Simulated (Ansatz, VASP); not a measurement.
Two plane-wave programs on Ti

```xyz
2
Lattice="2.9500 0.0000 0.0000 -1.4750 2.5548 0.0000 0.0000 0.0000 4.6800" Properties=species:S:1:pos:R:3 pbc="T T T"
Ti    1.4750    0.8516    3.5100
Ti    0.0000    1.7032    1.1700
```

Alike in both runs: task single point; functional PBE; k mesh 10 × 10 × 6; occupations gaussian, width 0.027 eV; no spin polarisation.

|  | VASP | Ansatz |
| --- | --- | --- |
| version | VASP 6.6.1 | Ansatz 0.2.0 |
| potentials or method | VASP PAW PBE potentials, release 64 (Ti_sv) | Ansatz PAW |
| plane-wave cutoff (eV) | 520 | 420 |
| valence electrons in the cell | 24 | 24 |

Ansatz gave:

| Quantity | Value |
| --- | --- |
| gap on the k mesh at the Fermi level (eV) | none |
| pressure (GPa) | -1.4 |
| traceless stress, the component that is largest in VASP (GPa) | -0.16 |

Q: Estimate VASP's values.

A: gap on the k mesh at the Fermi level (eV): none; pressure (GPa): -1.7; traceless stress, the component that is largest in VASP (GPa): -0.17.

A gap of «none» marks a metal or a gap that the smearing closes.
